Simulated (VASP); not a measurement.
A run of VASP 6.6.1 is set up as follows.

The input POSCAR:

```
SnSe
1.0
    0.0000000000      3.0281454309      3.0281454309
    3.0281454309      0.0000000000      3.0281454309
    3.0281454309      3.0281454309      0.0000000000
Sn Se
1 1
Direct
    0.0000000000      0.0000000000      0.0000000000
    0.5000000000      0.5000000000      0.5000000000
```

INCAR.step1

```
ALGO = Normal
EDIFF = 1E-4
ENCUT = 600
GGA = PE
ISMEAR = -1
LASPH = T
LCHARG = F
LREAL = F
LWAVE = T
NELM = 60
PREC = Accurate
SIGMA = 0.02
```

The input INCAR.step2:

```
ALGO = Normal
EDIFF = 1E-7
EDIFFG = -0.005
ENCUT = 600
IBRION = 2
ISIF = 3
ISMEAR = -1
ISTART = 1
LASPH = T
LCHARG = F
LMIXTAU = T
LREAL = F
LWAVE = F
METAGGA = R2SCAN
NELM = 60
NSW = 80
PREC = Accurate
SIGMA = 0.02
```

The input KPOINTS:

```
k-points
0
Gamma
  6 6 6
```

Potentials or basis: VASP PAW PBE potentials, release 64 (Sn_d, Se).

Command:

```bash
$ cat potpaw_PBE.64/Sn_d/POTCAR potpaw_PBE.64/Se/POTCAR > POTCAR
$ cp INCAR.step1 INCAR
$ mpirun -np 1 vasp_std > vasp.out
$ cp INCAR.step2 INCAR
$ mpirun -np 1 vasp_std > vasp.out
```

(1) Predict the relaxed volume.

(2) What does it give for the relaxed cell?

Answers

(1) 27.05 Å³/atom.

(2) a = 4.245 Å, b = 4.245 Å, c = 4.245 Å, α = 60.00°, β = 60.00°, γ = 60.00°.

Caveat: the PAW data sets were made with another functional, which shifts forces and pressure a little.
